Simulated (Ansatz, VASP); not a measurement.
# Two plane-wave programs on InCo2Cl6

The input POSCAR:

```
InCo2Cl6
1.0
    0.0000000000      5.0867430000      5.0867430000
    5.0867430000      0.0000000000      5.0867430000
    5.0867430000      5.0867430000      0.0000000000
Co In Cl
2 1 6
Direct
    0.2500000000      0.2500000000      0.2500000000
    0.7500000000      0.7500000000      0.7500000000
    0.5000000000      0.5000000000      0.5000000000
    0.2894000000      0.7106000000      0.2894000000
    0.2894000000      0.7106000000      0.7106000000
    0.7106000000      0.2894000000      0.7106000000
    0.7106000000      0.2894000000      0.2894000000
    0.2894000000      0.2894000000      0.7106000000
    0.7106000000      0.7106000000      0.2894000000
```

INCAR.step1

```
  PREC = Accurate
  ENCUT = 520
  ISMEAR = -1
  SIGMA = 0.1
  LREAL = F
  LASPH = T
  NELM = 150
  LMAXMIX = 4
  LDAU = T
  LDAUTYPE = 2
  LDAUL = 2 -1 -1
  LDAUU = 1 0 0
  LDAUJ = 0 0 0
  NBANDS = 46
  GGA = PE
  ALGO = Normal
  EDIFF = 1E-4
  LWAVE = T
  LCHARG = F
```

File INCAR.step2:

```
  PREC = Accurate
  ENCUT = 520
  EDIFF = 1E-7
  ISMEAR = -1
  SIGMA = 0.1
  LREAL = F
  LASPH = T
  NELM = 150
  ALGO = Normal
  ISIF = 2
  LWAVE = F
  LCHARG = F
  LMAXMIX = 4
  LDAU = T
  LDAUTYPE = 2
  LDAUL = 2 -1 -1
  LDAUU = 1 0 0
  LDAUJ = 0 0 0
  LDAUPRINT = 1
  METAGGA = R2SCAN
  LMIXTAU = T
  NBANDS = 46
  ISTART = 1
```

The input KPOINTS:

```
Automatic mesh
0
Gamma
  3 3 3
```

Input for Ansatz:

```yaml
crystal:
  lattice:
    - [0.0, 5.086743, 5.086743]
    - [5.086743, 0.0, 5.086743]
    - [5.086743, 5.086743, 0.0]
  atoms:
    - { symbol: Co, position: [0.25, 0.25, 0.25] }
    - { symbol: Co, position: [0.75, 0.75, 0.75] }
    - { symbol: In, position: [0.5, 0.5, 0.5] }
    - { symbol: Cl, position: [0.2894, 0.7106, 0.2894] }
    - { symbol: Cl, position: [0.2894, 0.7106, 0.7106] }
    - { symbol: Cl, position: [0.7106, 0.2894, 0.7106] }
    - { symbol: Cl, position: [0.7106, 0.2894, 0.2894] }
    - { symbol: Cl, position: [0.2894, 0.2894, 0.7106] }
    - { symbol: Cl, position: [0.7106, 0.7106, 0.2894] }
  symmetry: { tolerance: 0.0003 }
kpoints:
  mp_grid: { grid: [3, 3, 3], shift: [0, 0, 0] }
magnetization:
  spin_polarized: false
scf:
  occupations: { method: fermi_dirac }
hamiltonian:
  pseudopotentials: { kind: paw }
  xc: r2scan
  hubbard: { sites: [{ species: Co, l: d, u_eff: 1.0 }], double_counting: fll }
basis:
  ecutwfc: 500
output:
  forces: true
  stress: true
  eigenvalues: true
  write_density: true
  write_potential: true
  elf: true
  volumetric_format: npy
```

Alike in both runs: task single point; functional r2SCAN; k mesh 3 × 3 × 3; no spin polarisation; Hubbard terms Co d U = 1.0 eV.

```csv
,VASP,Ansatz
version,VASP 6.6.1,Ansatz 0.2.0
potentials or method,"VASP PAW PBE potentials, release 64 (Co, In_d, Cl), cutoff 520 eV",PAW plane waves
occupations,"fermi-dirac, width 0.1 eV",fermi-dirac
valence electrons in the cell,73,89
```

|  | VASP | Ansatz | Ansatz less VASP |
| --- | --- | --- | --- |
| gap on the k mesh at the Fermi level (eV) | none | none | - |
| pressure (GPa) | 15.4 | 15.5 | +0.13 |
| rms of the force components (eV/Å) | 3.735 | 3.742 | +0.0071 |

VASP's potentials were made for PBE, not for r2SCAN. The programs project onto different local orbitals, so the same U acts differently, and such runs can settle in different states. Atom by atom the forces differ by 0.007 eV/Å (rms over components). A gap of «none» marks a metal or a gap that the smearing closes. VASP's potentials hold 73 valence electrons a cell and Ansatz's 89, so a difference there can come from the potentials and not from the codes. Ansatz's warnings: filled band counts differ across k points.
